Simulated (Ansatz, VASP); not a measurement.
**Ru: VASP beside Ansatz**

```
Ru
1.0
     2.62173    0.00000    0.00000
    -1.31087    2.27049    0.00000
     0.00000    0.00000    2.43348
Ru
1
Cartesian
  0.0000 0.0000 0.0000
```

Alike in both runs: functional PBEsol; k mesh 9 × 9 × 8; occupations gaussian, width 0.1 eV; no spin polarisation.

Ansatz relaxed the structure, and its values are those at the end. VASP's run is a single point on that final structure, the one shown.

|  | VASP | Ansatz |
| --- | --- | --- |
| version | VASP 6.6.1 | Ansatz 0.2.0 |
| potentials or method | VASP PAW PBE potentials, release 64 (Ru_pv), cutoff 520 eV | scalar-relativistic, plane waves, PAW |
| valence electrons in the cell | 14 | 16 |

|  | VASP | Ansatz | Ansatz less VASP |
| --- | --- | --- | --- |
| gap on the k mesh at the Fermi level (eV) | none | none | - |
| pressure (GPa) | 0.1 | 0.0 | -0.10 |

VASP's potentials were made for PBE, not for PBEsol. A gap of «none» marks a metal or a gap that the smearing closes. The functional is the same, so the differences come from potentials, cutoffs and numerics. VASP's potentials hold 14 valence electrons a cell and Ansatz's 16, so a difference there can come from the potentials and not from the codes.
